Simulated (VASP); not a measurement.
# KI (zincblende type) (F-43m) in VASP: a series of runs, part 2 of 2

VASP 6.6.1. The steps go on from the part before.

## (3) Single point, PBE (volume scaled by 0.975)

The input, INCAR:

```
SYSTEM = KI
  PREC = Accurate
  ENCUT = 520
  EDIFF = 1E-6
  ISMEAR = -1
  SIGMA = 0.03
  LREAL = .False.
  LASPH = .True.
  NELM = 80
  ALGO = Normal
  ISIF = 2
  LWAVE = .False.
  LCHARG = .False.
  GGA = PE
  NBANDS = 15
```

The input, KPOINTS:

```
Automatic mesh
0
Gamma
  9 9 9
  0 0 0
```

The input, POSCAR:

```
KI
1.0
    0.0000000000      3.9609926654      3.9609926654
    3.9609926654      0.0000000000      3.9609926654
    3.9609926654      3.9609926654      0.0000000000
K I
1 1
Direct
    0.0000000000      0.0000000000      0.0000000000
    0.2500000000      0.2500000000      0.2500000000
```

Potentials or basis: VASP PAW PBE potentials, release 64 (K_sv, I).

Run with:

```
cat potpaw_PBE.64/K_sv/POTCAR potpaw_PBE.64/I/POTCAR > POTCAR
mpirun -np 1 vasp_std > vasp.out
```

OUTCAR:

```text
SYSTEM = KI
   PREC = Accurate
   ENCUT = 520
   EDIFF = 1E-6
   ISMEAR = -1
   LREAL = .False.
   LASPH = .True.
   NELM = 80
   ISIF = 2
   GGA = PE

 ion  position               nearest neighbor table
   1  0.000  0.000  0.000-   2 3.43   2 3.43   2 3.43   2 3.43
   2  0.250  0.250  0.250-   1 3.43   1 3.43   1 3.43   1 3.43

  LATTYP: Found a face centered cubic cell.
 ALAT       =     7.9219853308

  Lattice vectors:

 A1 = (   0.0000000000,   3.9609926654,   3.9609926654)
 A2 = (   3.9609926654,   0.0000000000,   3.9609926654)
 A3 = (   3.9609926654,   3.9609926654,   0.0000000000)

Analysis of symmetry for initial positions (statically):
=====================================================================
 Subroutine PRICEL returns:
 Original cell was already a primitive cell.

 Routine SETGRP: Setting up the symmetry group for a
 face centered cubic supercell.

 Subroutine GETGRP returns: Found 24 space group operations
 (whereof 24 operations were pure point group operations)
 out of a pool of 48 trial point group operations.

The static configuration has the point symmetry T_d .

Analysis of symmetry for dynamics (positions and initial velocities):
=====================================================================
 Subroutine PRICEL returns:
 Original cell was already a primitive cell.

 Routine SETGRP: Setting up the symmetry group for a
 face centered cubic supercell.

 Subroutine GETGRP returns: Found 24 space group operations
 (whereof 24 operations were pure point group operations)
 out of a pool of 48 trial point group operations.

The dynamic configuration has the point symmetry T_d .

 Subroutine INISYM returns: Found 24 space group operations
 (whereof 24 operations are pure point group operations),
 and found     1 'primitive' translations

----------------------------------------------------------------------------------------

                                     Primitive cell
[... 119 lines left out ...]
   IVDW    =     0    specifies the selected vdW correction
   LEPSILON=     F    determine dielectric tensor
   LRPA    =     F    only Hartree local field effects (RPA)
 non-spin polarized calculation
  energy-cutoff  :      520.00
  volume of cell :      124.29
 maximum number of plane-waves:      3383
 NGX is ok and might be reduce to    42
   NGX = 21   NGY = 21   NGZ = 21

 number of electron      16.0000002 magnetization

 Free energy of the ion-electron system (eV)
  ---------------------------------------------------
  ext. energy  EPLUGINS =         0.00000000
  ---------------------------------------------------
  free energy    TOTEN  =        -5.38544874 eV

  energy without entropy =       -5.38544874  energy(sigma->0) =       -5.38544874

 E-fermi :  -1.4584     XC(G=0):  -5.7437

 val. band max:       -2.1711198163   @ k =  -0.1111   0.1111   0.0000
 cond. band min:       1.7633480477   @ k =   0.0000   0.0000   0.0000
 fundamental gap:      3.9344678640
 Fermi energy:        -1.4583554205

 k-point     1 :       0.0000    0.0000    0.0000
  band No.  band energies     occupation
      1     -30.6281      2.00000
      2     -14.1233      2.00000
      3     -14.1233      2.00000
      4     -14.1233      2.00000
      5     -12.1899      2.00000
      6      -2.1743      2.00000
      7      -2.1743      2.00000
      8      -2.1743      2.00000
      9       1.7633      0.00000
     10       5.3745      0.00000
     11       5.3745      0.00000
     12       5.9979      0.00000
     13       5.9979      0.00000
     14       5.9979      0.00000
[... 401 lines left out ...]
      2     -14.1914      2.00000
      3     -14.1303      2.00000
      4     -14.1303      2.00000
      5     -12.0622      2.00000
      6      -2.6471      2.00000
      7      -2.2292      2.00000
      8      -2.2292      2.00000
      9       3.1322      0.00000
     10       4.1101      0.00000
     11       5.4802      0.00000
     12       6.2040      0.00000
     13       6.2040      0.00000
     14       6.5618      0.00000
     15       6.8611      0.00000

 [... further k-points ...]

------------------------ aborting loop because EDIFF is reached ----------------------------------------

  FORCE on cell =-STRESS in cart. coord.  units (eV):
  Direction    XX          YY          ZZ          XY          YZ          ZX
  --------------------------------------------------------------------------------------
  -------------------------------------------------------------------------------------
  Total        0.1716927      0.1716927      0.1716927      0.0000000      0.0000000      0.0000000
  in kB        2.2131977      2.2131977      2.2131977      0.0000000      0.0000000      0.0000000
  external PRESSURE =       2.2131977 kB  Pullay stress =       0.0000000 kB

 VOLUME and BASIS-vectors are now :
 -----------------------------------------------------------------------------
  energy-cutoff  :      520.00
  volume of cell :      124.29
      direct lattice vectors                 reciprocal lattice vectors
     0.000000000  3.960992665  3.960992665    -0.126230984  0.126230984  0.126230984
     3.960992665  0.000000000  3.960992665     0.126230984 -0.126230984  0.126230984
     3.960992665  3.960992665  0.000000000     0.126230984  0.126230984 -0.126230984

 POSITION                                       TOTAL-FORCE (eV/Angst)
 -----------------------------------------------------------------------------------
      0.00000      0.00000      0.00000         0.000000      0.000000      0.000000
      1.98050      1.98050      1.98050        -0.000000     -0.000000     -0.000000
 -----------------------------------------------------------------------------------
    total drift:                               -0.000000     -0.000000     -0.000000

  FREE ENERGIE OF THE ION-ELECTRON SYSTEM (eV)
  ---------------------------------------------------
  free  energy   TOTEN  =        -5.3854487402 eV

  energy  without entropy=       -5.3854487401  energy(sigma->0) =       -5.38544874
```

It took 55 s on 1 thread of Intel Xeon Platinum 8259CL at 2.50GHz (Skylake/Cascade Lake), shared host; peak memory 0.28 GiB.

What came out:

```yaml
Free_energy: -5.3854 eV
Pressure: 0.2 GPa
Band_gap_on_the_k_mesh: 3.93 eV, indirect (the least direct gap lies 3.2 meV higher)
```

Caveat: spin-orbit coupling is left out, which moves the levels of the heavy elements. A k mesh can miss the band edges.
